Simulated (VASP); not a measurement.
Write the native input for VASP 6.6.1 that does the following.

```yaml
Task: single point
Functional: r2SCAN
Potentials_or_basis: VASP PAW PBE potentials, release 64 (Pt)
Cutoff: 520 eV
k_mesh: 14 × 14 × 10
Occupations: fermi-dirac, width 0.05 eV
Spin: collinear spin
Starting_moments: "[1.0, 1.0] μB"
Dipole_correction: no
Further_INCAR_settings: ALGO = Normal; EDIFF = 1e-07; NBANDS = 21
```

Pt:

```
Pt
1.0
    -2.07963    2.42127    1.27527
     2.42127   -2.07963    1.27527
     2.42333    2.42333   -0.64955
Pt
2
Direct
  0.01478 0.98522 0.00000
  0.73522 0.26478 0.50000
```

One way to write it, as run:

POSCAR

```
Pt
1.0
   -2.0796251265      2.4212722509      1.2752723899
    2.4212722509     -2.0796251265      1.2752723899
    2.4233320431      2.4233320431     -0.6495450560
Pt
2
Direct
    0.0147791140      0.9852208860      1.0000000000
    0.7352208860      0.2647791140      0.5000000000
```

INCAR.step1

```
PREC = Accurate ; ENCUT = 520
ISMEAR = -1 ; SIGMA = 0.05
LREAL = F ; LASPH = T
NELM = 150 ; ISPIN = 2
MAGMOM = 1 1 ; LMAXMIX = 4
NBANDS = 21 ; GGA = PE
ALGO = Normal ; EDIFF = 1E-4
LWAVE = T ; LCHARG = F
```

INCAR.step2

```
PREC = Accurate ; ENCUT = 520
EDIFF = 1E-7 ; ISMEAR = -1
SIGMA = 0.05 ; LREAL = F
LASPH = T ; NELM = 150
ALGO = Normal ; ISIF = 2
LWAVE = F ; LCHARG = F
ISPIN = 2 ; MAGMOM = 1 1
LORBIT = 11 ; LMAXMIX = 4
METAGGA = R2SCAN ; LMIXTAU = T
NBANDS = 21 ; ISTART = 1
```

KPOINTS

```
Automatic mesh
0
Gamma
  14 14 10
```

Potentials or basis: VASP PAW PBE potentials, release 64 (Pt).

Run with:

```console
$ cat potpaw_PBE.64/Pt/POTCAR > POTCAR
$ cp INCAR.step1 INCAR
$ mpirun -np 1 vasp_std > vasp.out
$ cp INCAR.step2 INCAR
$ mpirun -np 1 vasp_std > vasp.out
```

Results of the run:

| Quantity | Value |
| --- | --- |
| Pressure | 44.7 GPa |
| Largest force | 0.055 eV/Å |
| Band gap on the k mesh | zero (filled and empty bands overlap) |
| Net moment | 0.00 μB per cell |
| Valence electrons inside the program's atomic spheres | Pt 9.64 |

Caveat: the cell stands under pressure; the PAW data sets were made with another functional, which shifts forces and pressure a little; spin-orbit coupling is left out, which moves the levels of the heavy elements.

It took 73 min on 1 thread of Oxide Virtual Turin-like Processor, on a shared host, peak memory 0.5 GiB.
